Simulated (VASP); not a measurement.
# Ta in VASP: notebook

Ta is run at these levels: PBE; tasks: single point.

Program: VASP 6.6.1. These are calculated values, not measurements. Logs are shortened: lines on timing, memory, paths and dates and some standing lists are left out, and cuts for length are marked.

## Step 1: The cell of the first run

Symmetry: P6_3/mmc, No. 194, hexagonal system. The conventional cell has a = 2.864 Å, b = 2.864 Å, c = 5.179 Å, α = 90.00°, β = 90.00°, γ = 120.00°. Ta (site symmetry -6m2) has 12 Ta at 2.86 to 3.07 Å within 3.8 Å.

This isn't the form of Ta at room conditions, which is bcc.

## Step 2: Single point, PBE (strained)

File INCAR:

```
PREC = Accurate
ENCUT = 520
EDIFF = 1E-6
ISMEAR = 0
SIGMA = 0.1
LREAL = F
LASPH = T
NELM = 60
ALGO = Normal
ISIF = 2
LWAVE = F
LCHARG = F
GGA = PE
NBANDS = 18
```

File KPOINTS:

```
Automatic mesh
0
Gamma
  18 18 8
```

File POSCAR:

```
Ta
1.0
    2.8639724031      0.0000000000      0.0000000000
   -1.4319862015      2.4802728568      0.0000000000
    0.0000000000      0.0000000000      5.1789313713
Ta
2
Direct
    0.6666666700      0.3333333300      0.7500000000
    0.3333333300      0.6666666700      0.2500000000
```

Potentials or basis: VASP PAW PBE potentials, release 64 (Ta_pv).

Launch:

```console
$ cat potpaw_PBE.64/Ta_pv/POTCAR > POTCAR
$ mpirun -np 1 vasp_std > vasp.out
```

OUTCAR:

```text
PREC = Accurate
   ENCUT = 520
   EDIFF = 1E-6
   ISMEAR = 0
   LREAL = F
   LASPH = T
   NELM = 60
   ISIF = 2
   GGA = PE

 ion  position               nearest neighbor table
   1  0.667  0.333  0.750-   2 3.07   2 3.07   2 3.07   2 3.07   2 3.07   2 3.07
   2  0.333  0.667  0.250-   1 3.07   1 3.07   1 3.07   1 3.07   1 3.07   1 3.07

  LATTYP: Found a hexagonal cell.
 ALAT       =     2.8639724031
 C/A-ratio  =     1.8083035178

  Lattice vectors:

 A1 = (   2.8639724031,   0.0000000000,   0.0000000000)
 A2 = (  -1.4319862015,   2.4802728568,   0.0000000000)
 A3 = (   0.0000000000,   0.0000000000,   5.1789313713)

Analysis of symmetry for initial positions (statically):
=====================================================================
 Subroutine PRICEL returns:
 Original cell was already a primitive cell.

 Routine SETGRP: Setting up the symmetry group for a
 hexagonal supercell.

 Subroutine GETGRP returns: Found 24 space group operations
 (whereof 12 operations were pure point group operations)
 out of a pool of 24 trial point group operations.

The static configuration has the point symmetry D_3d.
 The point group associated with its full space group is D_6h.

Analysis of symmetry for dynamics (positions and initial velocities):
=====================================================================
 Subroutine PRICEL returns:
 Original cell was already a primitive cell.

 Routine SETGRP: Setting up the symmetry group for a
 hexagonal supercell.

 Subroutine GETGRP returns: Found 24 space group operations
 (whereof 12 operations were pure point group operations)
 out of a pool of 24 trial point group operations.

The dynamic configuration has the point symmetry D_3d.
 The point group associated with its full space group is D_6h.

 Subroutine INISYM returns: Found 24 space group operations
 (whereof 12 operations are pure point group operations),
 and found     1 'primitive' translations

----------------------------------------------------------------------------------------

                                     Primitive cell

  volume of cell :      36.7882

  direct lattice vectors                    reciprocal lattice vectors
     2.863972403  0.000000000  0.000000000     0.349165376  0.201590724  0.000000000
    -1.431986201  2.480272857  0.000000000     0.000000000  0.403181447  0.000000000
     0.000000000  0.000000000  5.178931371     0.000000000  0.000000000  0.193090027

  length of vectors
     2.863972403  2.863972403  5.178931371     0.403181447  0.403181447  0.193090027

  position of ions in fractional coordinates (direct lattice)
     0.666666670  0.333333330  0.750000000
     0.333333330  0.666666670  0.250000000

  ion indices of the primitive-cell ions
   primitive index   ion index
                 1           1
                 2           2

----------------------------------------------------------------------------------------

 KPOINTS: Automatic mesh

Automatic generation of k-mesh.
 Grid dimensions read from file:
 generate k-points for:   18   18    8

 Generating k-lattice:

  Cartesian coordinates                     Fractional coordinates (reciprocal lattice)
     0.019398076  0.011199485  0.000000000     0.055555556  0.000000000  0.000000000
     0.000000000  0.022398969  0.000000000     0.000000000  0.055555556  0.000000000
     0.000000000  0.000000000  0.024136253     0.000000000  0.000000000  0.125000000

  Length of vectors
     0.022398969  0.022398969  0.024136253

  Shift w.r.t. Gamma in fractional coordinates (k-lattice)
     0.000000000  0.000000000  0.000000000

 Subroutine IBZKPT returns following result:
 ===========================================

 Found    185 irreducible k-points:

 Following reciprocal coordinates:
            Coordinates               Weight
  0.000000  0.000000  0.000000      1.000000
  0.055556 -0.000000  0.000000      6.000000
  0.111111 -0.000000  0.000000      6.000000
  0.166667  0.000000  0.000000      6.000000
  0.222222 -0.000000  0.000000      6.000000
  0.277778  0.000000  0.000000      6.000000
[... 16 lines left out ...]
  0.333333  0.111111  0.000000     12.000000
  0.388889  0.111111  0.000000     12.000000
 [... further k-points ...]
   k-points           NKPTS =    185   k-points in BZ     NKDIM =    185   number of bands    NBANDS=     18
   number of dos      NEDOS =    301   number of ions     NIONS =      2
   total plane-waves  NPLWV =  23040
   dimension x,y,z NGX =    24 NGY =   24 NGZ =   40
   dimension x,y,z NGXF=    48 NGYF=   48 NGZF=   80
   ions per type =               2
   NGX,Y,Z   is equivalent  to a cutoff of  13.93, 13.93, 12.84 a.u.
   NGXF,Y,Z  is equivalent  to a cutoff of  27.86, 27.86, 25.68 a.u.
 SYSTEM =  unknown system
   PREC   = accura    normal or accurate (medium, high low for compatibility)
   ISTART =      0    job   : 0-new  1-cont  2-samecut
   ICHARG =      2    charge: 1-file 2-atom 10-const
   ISPIN  =      1    spin polarized calculation?
   LNONCOLLINEAR =      F non collinear calculations
   LSORBIT =      F    spin-orbit coupling
   LASPH  =      T    aspherical Exc in radial PAW
   ENCUT  =  520.0 eV  38.22 Ry    6.18 a.u.   5.33  5.33  9.63*2*pi/ulx,y,z
   NELM   =     60;   NELMIN=  2; NELMDL= -5     # of ELM steps
   EDIFF  = 0.1E-05   stopping-criterion for ELM
   LREAL  =      F    real-space projection
   EDIFFG = 0.1E-04   stopping-criterion for IOM
   NSW    =      0    number of steps for IOM
   IBRION =     -1    ionic relax: 0-MD 1-quasi-New 2-CG
   NFREE  =      0    steps in history (QN), initial steepest desc. (CG)
   ISIF   =      2    stress and relaxation
   ISYM   =      2    0-nonsym 1-usesym 2-fastsym
   POTIM  = 0.5000    time-step for ionic-motion
   TEBEG  =    0.0;   TEEND  =   0.0 temperature during run
   PSTRESS=    0.0 pullay stress
   NELECT =      22.0000    total number of electrons
   NUPDOWN=      -1.0000    fix difference up-down
   EMIN   =  10.00;   EMAX   =-10.00  energy-range for DOS
   EFERMI =   0.00;   METHOD = LEGACY
   ISMEAR =     0;   SIGMA  =   0.10  broadening in eV -4-tet -1-fermi 0-gaus
   EFERMI_NEDOS =   21; number of points for ismear=-14 and -15
   IALGO  =     38    algorithm
   IMIX   =      4    mixing-type and parameters
     AMIX     =   0.40;   BMIX     =  1.00
     AMIX_MAG =   1.60;   BMIX_MAG =  1.00
  volume/ion in A,a.u.               =      18.39       124.13
  Fermi-wavevector in a.u.,A,eV,Ry     =   1.379260  2.606424 25.883166  1.902359
  Thomas-Fermi vector in A             =   2.504246
   LORBIT       =      0    0 simple, 1 ext, 2 COOP (PROOUT), +10 PAW based schemes
   GGA     = PE    functional components
   LHFCALC =     F    Hartree Fock is set to
   AEXX    =    0.0000 exact exchange contribution
   IVDW    =     0    specifies the selected vdW correction
   LEPSILON=     F    determine dielectric tensor
   LRPA    =     F    only Hartree local field effects (RPA)
 non-spin polarized calculation
 Gauss-broadening in eV      SIGMA  =   0.10
  energy-cutoff  :      520.00
  volume of cell :       36.79
 maximum number of plane-waves:      1015
 NGX is ok and might be reduce to    24
   NGX = 11   NGY = 11   NGZ = 19

 number of electron      22.0000002 magnetization

 Free energy of the ion-electron system (eV)
  ---------------------------------------------------
  ext. energy  EPLUGINS =         0.00000000
  ---------------------------------------------------
  free energy    TOTEN  =       -23.05841819 eV

  energy without entropy =      -23.04565238  energy(sigma->0) =      -23.05203528

 E-fermi :   5.7367     XC(G=0): -12.4947

 val. band max:        5.7299393882   @ k =   0.2778   0.0556   0.5000
 cond. band min:       5.7505538836   @ k =   0.3889   0.2222   0.2500
 fundamental gap:      0.0206144954
 Fermi energy:         5.7366542347

 k-point     1 :       0.0000    0.0000    0.0000
  band No.  band energies     occupation
      1     -28.7930      2.00000
      2     -27.9540      2.00000
      3     -27.7750      2.00000
      4     -27.7750      2.00000
      5     -27.6949      2.00000
      6     -27.6949      2.00000
[... 10 lines left out ...]
     17      11.0368      0.00000
     18      11.0368      0.00000

 k-point     2 :       0.0556   -0.0000    0.0000
  band No.  band energies     occupation
      1     -28.7823      2.00000
      2     -27.9546      2.00000
      3     -27.8114      2.00000
      4     -27.7847      2.00000
      5     -27.7322      2.00000
      6     -27.7017      2.00000
[... 10 lines left out ...]
     17      11.0877      0.00000
     18      11.2992      0.00000

 k-point     3 :       0.1111   -0.0000    0.0000
  band No.  band energies     occupation
      1     -28.7512      2.00000
      2     -27.9569      2.00000
      3     -27.9157      2.00000
      4     -27.8379      2.00000
      5     -27.8122      2.00000
      6     -27.7214      2.00000
[... 10 lines left out ...]
     17      11.1997      0.00000
     18      11.9270      0.00000

 k-point     4 :       0.1667    0.0000    0.0000
  band No.  band energies     occupation
      1     -28.7018      2.00000
      2     -28.0737      2.00000
      3     -27.9957      2.00000
      4     -27.9619      2.00000
      5     -27.8535      2.00000
      6     -27.7519      2.00000
[... 10 lines left out ...]
     17      11.3074      0.00000
     18      12.7233      0.00000

 k-point     5 :       0.2222   -0.0000    0.0000
  band No.  band energies     occupation
      1     -28.6379      2.00000
      2     -28.2648      2.00000
      3     -28.1828      2.00000
      4     -27.9710      2.00000
      5     -27.9030      2.00000
      6     -27.7898      2.00000
[... 10 lines left out ...]
     17      11.3765      0.00000
     18      13.5740      0.00000

 k-point     6 :       0.2778    0.0000    0.0000
  band No.  band energies     occupation
      1     -28.5645      2.00000
      2     -28.4644      2.00000
      3     -28.3752      2.00000
      4     -27.9859      2.00000
      5     -27.9546      2.00000
      6     -27.8305      2.00000
[... 10 lines left out ...]
     17      11.4031      0.00000
     18      13.7763      0.00000

 k-point     7 :       0.3333    0.0000    0.0000
  band No.  band energies     occupation
      1     -28.6483      2.00000
      2     -28.5504      2.00000
      3     -28.4878      2.00000
      4     -28.0072      2.00000
      5     -28.0022      2.00000
      6     -27.8688      2.00000
[... 10 lines left out ...]
     17      11.3990      0.00000
     18      13.5737      0.00000

 k-point     8 :       0.3889    0.0000    0.0000
  band No.  band energies     occupation
      1     -28.7955      2.00000
      2     -28.6898      2.00000
      3     -28.4158      2.00000
      4     -28.0405      2.00000
      5     -28.0338      2.00000
      6     -27.9001      2.00000
[... 10 lines left out ...]
     17      11.5642      0.00000
     18      13.6331      0.00000
[... 229 lines left out ...]
     17      11.1236      0.00000
     18      13.2809      0.00000

 k-point    20 :       0.1667    0.1111    0.0000
  band No.  band energies     occupation
      1     -28.6119      2.00000
      2     -28.2931      2.00000
      3     -28.2561      2.00000
      4     -27.9756      2.00000
      5     -27.9309      2.00000
      6     -27.8428      2.00000
[... 10 lines left out ...]
     17      11.0587      0.00000
     18      14.0147      0.00000

 k-point    21 :       0.2222    0.1111    0.0000
  band No.  band energies     occupation
      1     -28.5408      2.00000
      2     -28.4706      2.00000
      3     -28.4134      2.00000
      4     -27.9984      2.00000
      5     -27.9915      2.00000
      6     -27.8954      2.00000
[... 10 lines left out ...]
     17      10.9930      0.00000
     18      13.8218      0.00000

 k-point    22 :       0.2778    0.1111    0.0000
  band No.  band energies     occupation
      1     -28.6354      2.00000
      2     -28.5561      2.00000
      3     -28.4663      2.00000
      4     -28.0623      2.00000
      5     -28.0140      2.00000
      6     -27.9440      2.00000
[... 10 lines left out ...]
     17      11.3904      0.00000
     18      13.8941      0.00000

 k-point    23 :       0.3333    0.1111    0.0000
  band No.  band energies     occupation
      1     -28.7672      2.00000
      2     -28.6704      2.00000
      3     -28.3957      2.00000
      4     -28.1139      2.00000
      5     -28.0419      2.00000
      6     -27.9833      2.00000
[... 10 lines left out ...]
     17      12.4901      0.00000
     18      14.4526      0.00000

 k-point    24 :       0.3889    0.1111    0.0000
  band No.  band energies     occupation
      1     -28.8520      2.00000
      2     -28.7442      2.00000
      3     -28.3401      2.00000
      4     -28.1473      2.00000
      5     -28.0695      2.00000
      6     -28.0090      2.00000
[... 10 lines left out ...]
     17      13.3885      0.00000
     18      15.0152      0.00000

 [... further k-points ...]
[... 5 lines left out ...]
  --------------------------------------------------------------------------------------
  -------------------------------------------------------------------------------------
  Total        1.2863478      1.2863478      0.1746298      0.0000000      0.0000000      0.0000000
  in kB       56.0222517     56.0222517      7.6053722      0.0000000      0.0000000      0.0000000
  external PRESSURE =      39.8832918 kB  Pullay stress =       0.0000000 kB

 VOLUME and BASIS-vectors are now :
 -----------------------------------------------------------------------------
  energy-cutoff  :      520.00
  volume of cell :       36.79
      direct lattice vectors                 reciprocal lattice vectors
     2.863972403  0.000000000  0.000000000     0.349165376  0.201590724  0.000000000
    -1.431986201  2.480272857  0.000000000     0.000000000  0.403181447  0.000000000
     0.000000000  0.000000000  5.178931371     0.000000000  0.000000000  0.193090027

 POSITION                                       TOTAL-FORCE (eV/Angst)
 -----------------------------------------------------------------------------------
      1.43199      0.82676      3.88420         0.000000      0.000000      0.000000
     -0.00000      1.65352      1.29473        -0.000000     -0.000000      0.000000
 -----------------------------------------------------------------------------------
    total drift:                               -0.000001      0.000001     -0.000000

  FREE ENERGIE OF THE ION-ELECTRON SYSTEM (eV)
  ---------------------------------------------------
  free  energy   TOTEN  =       -23.0584181870 eV

  energy  without entropy=      -23.0456523771  energy(sigma->0) =      -23.05203528
```

Run time: 2.1 min. Hardware: 1 thread of Intel Xeon 8259CL, shared host; peak memory 0.24 GiB.

What came out:

- Free energy: -23.0584 eV
- Pressure: 4.0 GPa
- Band gap on the k mesh: zero (bands 11 and 12 overlap by 2.36 eV)

Stress tensor (GPa, compression positive):
```
5.60 0.00 0.00
0.00 5.60 0.00
0.00 0.00 0.76
```

Caveat: the cell differs from its parent crystal (strained); the cell stands under pressure; spin-orbit coupling is left out, which moves the levels of the heavy elements.

## Step 3: Single point, PBE (one atom moved)

File INCAR:

```
  ALGO = Normal
  EDIFF = 1E-6
  ENCUT = 520
  GGA = PE
  ISIF = 2
  ISMEAR = 0
  LASPH = T
  LCHARG = F
  LREAL = F
  LWAVE = F
  NBANDS = 18
  NELM = 60
  PREC = Accurate
  SIGMA = 0.1
```

File KPOINTS:

```
k-points
0
Gamma
  15 15 8
```

File POSCAR:

```
Ta
1.0
    2.9003720726      0.0000000000      0.0000000000
   -1.4501860363      2.5117958953      0.0000000000
    0.0000000000      0.0000000000      5.1662740000
Ta
2
Direct
    0.6666666700      0.3333333300      0.7500000000
    0.3333333300      0.6666666700      0.2674206788
```

Potentials or basis: VASP PAW PBE potentials, release 64 (Ta_pv).

Launch:

```console
$ cat potpaw_PBE.64/Ta_pv/POTCAR > POTCAR
$ mpirun -np 1 vasp_std > vasp.out
```

Wall time 2.2 min (1 thread of Intel Xeon 8259CL, shared host); peak memory 0.24 GiB.

Results (log left out):

```yaml
Free_energy: -23.0299 eV
Pressure: -0.2 GPa
Largest_force: 1.010 eV/Å
Band_gap_on_the_k_mesh: zero (bands 11 and 12 overlap by 2.09 eV)
```

Forces on the atoms (eV/Å):
```
Ta   0.000  0.000  1.010
Ta   0.000  0.000 -1.010
```

Stress tensor (GPa, compression positive):
```
-0.05  0.00  0.00
 0.00 -0.05  0.00
 0.00  0.00 -0.40
```

Levels at points of the mesh, in eV from the Fermi level:
| k point | band 9 | band 10 | band 11 | band 12 | band 13 | band 14 |
| --- | --- | --- | --- | --- | --- | --- |
| (0.00, 0.00, 0.00) | -0.62 | -0.02 | 0.59 | 0.59 | 1.15 | 1.15 |
| (0.00, 0.00, 0.50) | -1.45 | -0.86 | 0.61 | 0.61 | 0.68 | 0.68 |

Caveat: the cell differs from its parent crystal (one atom moved); spin-orbit coupling is left out, which moves the levels of the heavy elements; forces of over 1 eV/Å act on the atoms, so gaps and moduli don't describe the material at rest.

(Continued in part 2 of 2.)

The gap in the log of VASP goes by the Fermi energy; the results here count the filled bands.